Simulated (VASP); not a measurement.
Runs of VASP 6.6.1 on HfN (rocksalt type). The structure is that of space group Fm-3m (No. 225), or close to it. The cells are those of the table. 

| task | level | cell | cutoff (eV) | k mesh for the DOS | occupations for the DOS | gap on the mesh (eV) | pressure (GPa) |
| --- | --- | --- | --- | --- | --- | --- | --- |
| single point | PBEsol | a = 3.183 Å, angles 60.0°, 2 atoms | 520 | - | - | none | (b) |
| single point | r2SCAN | a = 3.096 Å, angles 60.0°, 2 atoms | 520 | - | - | none | 31.8 |
| relaxation of cell and atoms | PBEsol | relaxed from a = 3.047 Å, angles 60.0°, 2 atoms | 600 | - | - | none | 0.0 |
| single point | PBEsol | a = 3.096 Å, angles 60.0°, 2 atoms | 520 | - | - | none | 26.1 |
| single point | PBEsol | a = 2.799 Å, angles 60.0°, 2 atoms | 520 | - | - | none | 248.4 |
| single point | PBEsol | a = 3.003 Å, angles 60.0°, 2 atoms | 520 | - | - | none | (a) |

Alike in all rows: potentials or basis VASP PAW PBE potentials, release 64 (Hf_pv, N); no spin polarisation; k mesh 15 × 15 × 15; smearing fermi-dirac 0.1 eV.

**Question.** Estimate the missing entries.

**Answer.** (a) 69.8; (b) -2.1.

Caveats: the PAW data sets were made with another functional, which shifts forces and pressure a little; spin-orbit coupling is left out, which moves the levels of the heavy elements.

A k mesh can miss the band edges, and the runs leave out spin-orbit coupling on Hf.

A gap of «none» marks levels without a gap at the run's occupations.
